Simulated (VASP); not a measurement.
Write the native input for VASP 6.6.1 that does the following.

* Task: single point
* Functional: r2SCAN
* Potentials or basis: VASP PAW PBE potentials, release 64 (Pd)
* Cutoff: 550 eV
* k mesh: 23 × 23 × 23
* Occupations: fermi-dirac, width 0.05 eV
* Spin: collinear spin
* Starting moments: [0.436] μB
* Dipole correction: no
* Further INCAR settings: ALGO = Normal; EDIFF = 1e-06; NBANDS = 15

The system is Pd.

```
CELL_PARAMETERS angstrom
0.00000 2.00762 2.00762
2.00762 0.00000 2.00762
2.00762 2.00762 0.00000
ATOMIC_POSITIONS crystal
Pd 0.00000 0.00000 0.00000
```

These files were run (other wordings do the same):

POSCAR

```
Pd
1.0
    0.0000000000      2.0076208659      2.0076208659
    2.0076208659      0.0000000000      2.0076208659
    2.0076208659      2.0076208659      0.0000000000
Pd
1
Direct
    0.0000000000      0.0000000000      0.0000000000
```

INCAR.step1

```
ALGO     = Normal         # electronic algorithm
EDIFF    = 1E-5           # SCF threshold, eV
ENCUT    = 550            # plane-wave cutoff, eV
GGA      = PE             # functional
GGA_COMPAT= F            
ISMEAR   = -1             # smearing method
ISPIN    = 2              # spin polarisation
LASPH    = T              # aspherical terms in the spheres
LCHARG   = F              # write CHGCAR
LMAXMIX  = 4              # l up to which the mixer works
LREAL    = F              # projectors in reciprocal space
LWAVE    = T              # write WAVECAR
MAGMOM   = 0.436          # initial moments
NBANDS   = 15             # bands
NELM     = 200            # most SCF steps
PREC     = Accurate       # precision mode
SIGMA    = 0.05           # smearing width, eV
```

INCAR.step2

```
ALGO     = Normal         # electronic algorithm
EDIFF    = 1E-6           # SCF threshold, eV
ENCUT    = 550            # plane-wave cutoff, eV
GGA_COMPAT= F            
ISIF     = 2              # what is computed and relaxed
ISMEAR   = -1             # smearing method
ISPIN    = 2              # spin polarisation
ISTART   = 1            
LASPH    = T              # aspherical terms in the spheres
LCHARG   = T              # write CHGCAR
LELF     = T              # ELF
LMAXMIX  = 4              # l up to which the mixer works
LMIXTAU  = T            
LORBIT   = 11             # projections on sites
LREAL    = F              # projectors in reciprocal space
LVHAR    = T            
LWAVE    = F              # write WAVECAR
MAGMOM   = 0.436          # initial moments
METAGGA  = R2SCAN         # meta-GGA
NBANDS   = 15             # bands
NELM     = 200            # most SCF steps
PREC     = Accurate       # precision mode
SIGMA    = 0.05           # smearing width, eV
```

KPOINTS

```
k-points
0
Gamma
  23 23 23
```

Potentials or basis: VASP PAW PBE potentials, release 64 (Pd).

Command:

```console
$ cat potpaw_PBE.64/Pd/POTCAR > POTCAR
$ cp INCAR.step1 INCAR
$ mpirun -np 1 vasp_std > vasp.out
$ cp INCAR.step2 INCAR
$ mpirun -np 1 vasp_std > vasp.out
```

It gave:

| Property | Result |
| --- | --- |
| Pressure | -11.2 GPa |
| Net moment | 0.42 μB per cell |
| Site moments | Pd +0.43 μB |
| Valence electrons inside the program's atomic spheres | Pd 9.31 |

Caveat: the cell stands under tension; the PAW data sets were made with another functional, which shifts forces and pressure a little.

Run time: 12 min on 1 thread of Oxide Virtual Turin-like Processor (shared host), peak memory 0.24 GiB.
